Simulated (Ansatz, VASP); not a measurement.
KCl: VASP beside Ansatz

```
CELL_PARAMETERS angstrom
3.83920 0.00000 0.00000
0.00000 3.83920 0.00000
0.00000 0.00000 4.03116
ATOMIC_POSITIONS crystal
K 0.00000 0.00000 0.00000
Cl 0.50000 0.50000 0.50000
```

Change from the starting cell: strain +0.000 along x and y, +0.050 along z, atoms carried along.

Alike in both runs: task single point; functional LDA; k mesh 6 × 6 × 6; occupations gaussian, width 0.05 eV; no spin polarisation.

|  | VASP | Ansatz |
| --- | --- | --- |
| version | VASP 6.6.1 | Ansatz 0.2.0 |
| potentials or method | VASP PAW LDA potentials, release 64 (K_sv, Cl), cutoff 520 eV | scalar-relativistic, plane waves, PAW |
| valence electrons in the cell | 16 | 16 |

|  | VASP | Ansatz | Ansatz less VASP |
| --- | --- | --- | --- |
| gap on the k mesh at the Fermi level (eV) | 4.08 | 4.08 | -0.006 |
| least direct gap on the mesh (eV) | 4.27 | 4.26 | -0.007 |
| pressure (GPa) | -3.6 | -3.6 | -0.01 |
| traceless stress, the component that is largest in VASP (GPa) | -1.28 | -1.29 | -0.003 |

LDA's correlation is that of Perdew and Zunger in VASP and of Perdew and Wang (1992) in Ansatz.
